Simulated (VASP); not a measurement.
# HfN (F-43m) in VASP: further runs, part 2 of 2

VASP 6.6.1.

## (4) Single point, r2SCAN

Contents of POSCAR:

```
HfN
1.0
    3.4716430000      0.0000000000      0.0000000000
    1.7358215000      3.0065310309      0.0000000000
    1.7358215000      1.0021770103      2.8345846397
Hf N
1 1
Direct
    0.0000000000      0.0000000000      0.0000000000
    0.7500000000      0.7500000000      0.7500000000
```

Contents of INCAR.step1:

```
SYSTEM = HfN
  ALGO = Normal
  EDIFF = 1E-4
  ENCUT = 520
  GGA = PE
  ISMEAR = 1
  LASPH = .TRUE.
  LCHARG = .FALSE.
  LREAL = .FALSE.
  LWAVE = .TRUE.
  NBANDS = 14
  NELM = 80
  PREC = Accurate
  SIGMA = 0.1
```

Contents of INCAR.step2:

```
SYSTEM = HfN
  ALGO = Normal
  EDIFF = 1E-6
  ENCUT = 520
  ISIF = 2
  ISMEAR = 1
  ISTART = 1
  LASPH = .TRUE.
  LCHARG = .FALSE.
  LMIXTAU = .TRUE.
  LREAL = .FALSE.
  LWAVE = .FALSE.
  METAGGA = R2SCAN
  NBANDS = 14
  NELM = 80
  PREC = Accurate
  SIGMA = 0.1
```

Contents of KPOINTS:

```
k-points
0
G
  12 12 12
  0 0 0
```

Potentials or basis: VASP PAW PBE potentials, release 64 (Hf_pv, N).

Launch:

```sh
cat potpaw_PBE.64/Hf_pv/POTCAR potpaw_PBE.64/N/POTCAR > POTCAR
cp INCAR.step1 INCAR
mpirun -np 1 vasp_std > vasp.out
cp INCAR.step2 INCAR
mpirun -np 1 vasp_std > vasp.out
```

OUTCAR:

```text
SYSTEM = HfN
   EDIFF = 1E-6
   ENCUT = 520
   ISIF = 2
   ISMEAR = 1
   ISTART = 1
   LASPH = .TRUE.
   LREAL = .FALSE.
   METAGGA = R2SCAN
   NELM = 80
   PREC = Accurate

 ion  position               nearest neighbor table
   1  0.000  0.000  0.000-   2 2.13   2 2.13   2 2.13   2 2.13
   2  0.750  0.750  0.750-   1 2.13   1 2.13   1 2.13   1 2.13

  LATTYP: Found a face centered cubic cell.
 ALAT       =     4.9096446144

  Lattice vectors:

 A1 = (   3.4716430000,   0.0000000000,   0.0000000000)
 A2 = (   1.7358215000,   3.0065310309,   0.0000000000)
 A3 = (   1.7358215000,   1.0021770103,   2.8345846397)

Analysis of symmetry for initial positions (statically):
=====================================================================
 Subroutine PRICEL returns:
 Original cell was already a primitive cell.

 Routine SETGRP: Setting up the symmetry group for a
 face centered cubic supercell.

 Subroutine GETGRP returns: Found 24 space group operations
 (whereof 24 operations were pure point group operations)
 out of a pool of 48 trial point group operations.

The static configuration has the point symmetry T_d .

Analysis of symmetry for dynamics (positions and initial velocities):
=====================================================================
 Subroutine PRICEL returns:
 Original cell was already a primitive cell.

 Routine SETGRP: Setting up the symmetry group for a
 face centered cubic supercell.

 Subroutine GETGRP returns: Found 24 space group operations
 (whereof 24 operations were pure point group operations)
 out of a pool of 48 trial point group operations.

The dynamic configuration has the point symmetry T_d .

 Subroutine INISYM returns: Found 24 space group operations
 (whereof 24 operations are pure point group operations),
 and found     1 'primitive' translations

----------------------------------------------------------------------------------------
[... 122 lines left out ...]
   LEPSILON=     F    determine dielectric tensor
   LRPA    =     F    only Hartree local field effects (RPA)
 non-spin polarized calculation
 Methfessel and Paxton  Order N= 1 SIGMA  =   0.10
  energy-cutoff  :      520.00
  volume of cell :       29.59
 maximum number of plane-waves:       821
 NGX is ok and might be reduce to    28
   NGX = 13   NGY = 13   NGZ = 13

 number of electron      15.0000001 magnetization

 Free energy of the ion-electron system (eV)
  ---------------------------------------------------
  ext. energy  EPLUGINS =         0.00000000
  ---------------------------------------------------
  free energy    TOTEN  =       -57.70528139 eV

  energy without entropy =      -57.70382091  energy(sigma->0) =      -57.70479456

 E-fermi :   5.8200     XC(G=0): -11.9468

 val. band max:        5.8070671178   @ k =  -0.3333   0.2500   0.0000
 cond. band min:       5.8375173704   @ k =   0.5000   0.2500   0.0833
 fundamental gap:      0.0304502526
 Fermi energy:         5.8199658763

 k-point     1 :       0.0000    0.0000    0.0000
  band No.  band energies     occupation
      1     -26.5746      2.00000
      2     -26.5746      2.00000
      3     -26.5746      2.00000
      4     -11.4570      2.00000
      5      -0.0298      2.00000
      6      -0.0297      2.00000
      7      -0.0297      2.00000
      8       5.0977      2.00000
      9       8.2431      0.00000
     10       8.2431      0.00000
     11      12.6879      0.00000
     12      12.6879      0.00000
     13      12.6879      0.00000
     14      16.9724      0.00000
[... 377 lines left out ...]
      1     -27.0248      2.00000
      2     -26.7242      2.00000
      3     -26.6556      2.00000
      4     -10.2685      2.00000
      5      -0.1336      2.00000
      6       0.3943      2.00000
      7       0.8475      2.00000
      8       6.3057     -0.00000
      9       8.2327      0.00000
     10       8.5276      0.00000
     11      11.6156      0.00000
     12      11.9363      0.00000
     13      12.2843      0.00000
     14      15.9292      0.00000

 [... further k-points ...]

------------------------ aborting loop because EDIFF is reached ----------------------------------------

  FORCE on cell =-STRESS in cart. coord.  units (eV):
  Direction    XX          YY          ZZ          XY          YZ          ZX
  --------------------------------------------------------------------------------------
  -------------------------------------------------------------------------------------
  Total       -0.6362486     -0.6362486     -0.6362486     -0.0000000     -0.0000000     -0.0000000
  in kB      -34.4546001    -34.4546001    -34.4546001     -0.0000000     -0.0000000     -0.0000000
  external PRESSURE =     -34.4546001 kB  Pullay stress =       0.0000000 kB

 VOLUME and BASIS-vectors are now :
 -----------------------------------------------------------------------------
  energy-cutoff  :      520.00
  volume of cell :       29.59
      direct lattice vectors                 reciprocal lattice vectors
     3.471643000  0.000000000  0.000000000     0.288048051 -0.166304620 -0.117595124
     1.735821500  3.006531031  0.000000000     0.000000000  0.332609240 -0.117595124
     1.735821500  1.002177010  2.834584640     0.000000000  0.000000000  0.352785373

 POSITION                                       TOTAL-FORCE (eV/Angst)
 -----------------------------------------------------------------------------------
      0.00000      0.00000      0.00000         0.000000      0.000000     -0.000000
      5.20746      3.00653      2.12594        -0.000000     -0.000000      0.000000
 -----------------------------------------------------------------------------------
    total drift:                               -0.000001     -0.000001     -0.000000

  FREE ENERGIE OF THE ION-ELECTRON SYSTEM (eV)
  ---------------------------------------------------
  free  energy   TOTEN  =       -57.7052813899 eV

  energy  without entropy=      -57.7038209056  energy(sigma->0) =      -57.70479456
```

Wall time 3.3 min (1 thread of Intel Xeon 8259CL, shared host); peak memory 0.18 GiB.

Results:

```yaml
Free_energy: -57.7053 eV
Pressure: -3.4 GPa
```

Caveat: the PAW data sets were made with another functional, which shifts forces and pressure a little; spin-orbit coupling is left out, which moves the levels of the heavy elements.

## (5) Single point, r2SCAN

POSCAR is that of step 4.

Contents of INCAR.step1:

```
SYSTEM = HfN
ALGO = Normal ; EDIFF = 1E-4
ENCUT = 520 ; GGA = PE
ISMEAR = 1 ; LASPH = .True.
LCHARG = .False. ; LREAL = .False.
LWAVE = .True. ; NBANDS = 14
NELM = 60 ; PREC = Accurate
SIGMA = 0.05
```

Contents of INCAR.step2:

```
SYSTEM = HfN
ALGO = Normal ; EDIFF = 1E-7
ENCUT = 520 ; ISIF = 2
ISMEAR = 1 ; ISTART = 1
LASPH = .True. ; LCHARG = .True.
LELF = .True. ; LMIXTAU = .True.
LREAL = .False. ; LVHAR = .True.
LWAVE = .False. ; METAGGA = R2SCAN
NBANDS = 14 ; NELM = 60
PREC = Accurate ; SIGMA = 0.05
```

Contents of KPOINTS:

```
k-points
0
Gamma
  12 12 12
  0 0 0
```

Potentials or basis: VASP PAW PBE potentials, release 64 (Hf_pv, N).

Launch:

```sh
cat potpaw_PBE.64/Hf_pv/POTCAR potpaw_PBE.64/N/POTCAR > POTCAR
cp INCAR.step1 INCAR
mpirun -np 1 vasp_std > vasp.out
cp INCAR.step2 INCAR
mpirun -np 1 vasp_std > vasp.out
```

OUTCAR:

```text
SYSTEM = HfN
   EDIFF = 1E-7
   ENCUT = 520
   ISIF = 2
   ISMEAR = 1
   ISTART = 1
   LASPH = .True.
   LREAL = .False.
   METAGGA = R2SCAN
   NELM = 60
   PREC = Accurate

 ion  position               nearest neighbor table
   1  0.000  0.000  0.000-   2 2.13   2 2.13   2 2.13   2 2.13
   2  0.750  0.750  0.750-   1 2.13   1 2.13   1 2.13   1 2.13

  LATTYP: Found a face centered cubic cell.
 ALAT       =     4.9096446144

  Lattice vectors:

[... 595 lines left out ...]

------------------------ aborting loop because EDIFF is reached ----------------------------------------

  FORCE on cell =-STRESS in cart. coord.  units (eV):
  Direction    XX          YY          ZZ          XY          YZ          ZX
  --------------------------------------------------------------------------------------
  -------------------------------------------------------------------------------------
  Total       -0.6299374     -0.6299374     -0.6299374      0.0000000      0.0000000     -0.0000000
  in kB      -34.1128336    -34.1128336    -34.1128336      0.0000000      0.0000000     -0.0000000
  external PRESSURE =     -34.1128336 kB  Pullay stress =       0.0000000 kB

 VOLUME and BASIS-vectors are now :
 -----------------------------------------------------------------------------
  energy-cutoff  :      520.00
  volume of cell :       29.59
      direct lattice vectors                 reciprocal lattice vectors
     3.471643000  0.000000000  0.000000000     0.288048051 -0.166304620 -0.117595124
     1.735821500  3.006531031  0.000000000     0.000000000  0.332609240 -0.117595124
     1.735821500  1.002177010  2.834584640     0.000000000  0.000000000  0.352785373

 POSITION                                       TOTAL-FORCE (eV/Angst)
 -----------------------------------------------------------------------------------
      0.00000      0.00000      0.00000         0.000000      0.000000      0.000000
      5.20746      3.00653      2.12594        -0.000000     -0.000000     -0.000000
 -----------------------------------------------------------------------------------
    total drift:                               -0.000001     -0.000001     -0.000000

  FREE ENERGIE OF THE ION-ELECTRON SYSTEM (eV)
  ---------------------------------------------------
  free  energy   TOTEN  =       -57.7044899022 eV

  energy  without entropy=      -57.7037829425  energy(sigma->0) =      -57.70425425
```

OUTCAR.step1:

```text
SYSTEM = HfN
   EDIFF = 1E-4
   ENCUT = 520
   GGA = PE
   ISMEAR = 1
   LASPH = .True.
   LREAL = .False.
[... 629 lines left out ...]
      0.00000      0.00000      0.00000        -0.000000     -0.000000      0.000000
      5.20746      3.00653      2.12594         0.000000      0.000000     -0.000000
 -----------------------------------------------------------------------------------
    total drift:                                0.000000      0.000000      0.000000

  FREE ENERGIE OF THE ION-ELECTRON SYSTEM (eV)
  ---------------------------------------------------
  free  energy   TOTEN  =       -21.2128763565 eV

  energy  without entropy=      -21.2119619622  energy(sigma->0) =      -21.21257156
```

Wall time 3.9 min (1 thread of Intel Xeon 8259CL, shared host); peak memory 0.19 GiB.

Results:

```
Free energy : -57.7045 eV
Pressure    : -3.4 GPa
```

Caveat: the PAW data sets were made with another functional, which shifts forces and pressure a little; spin-orbit coupling is left out, which moves the levels of the heavy elements.

## (6) Summary

```tsv
smearing	gap on the mesh (eV)	pressure (GPa)
methfessel-paxton 0.3 eV	none	-3.5
methfessel-paxton 0.2 eV	none	-3.4
methfessel-paxton 0.1 eV	none	-3.4
methfessel-paxton 0.05 eV	none	-3.4
```

Alike in all rows: task single point; level r2SCAN; potentials or basis VASP PAW PBE potentials, release 64 (Hf_pv, N); no spin polarisation; cell as given; k mesh 12 × 12 × 12; cutoff (eV) 520.

Every run on the cell as given and a fine mesh finds a metal.

Caveats: the PAW data sets were made with another functional, which shifts forces and pressure a little; spin-orbit coupling is left out, which moves the levels of the heavy elements.

Absolute energies hang on the potentials; compare differences alone.
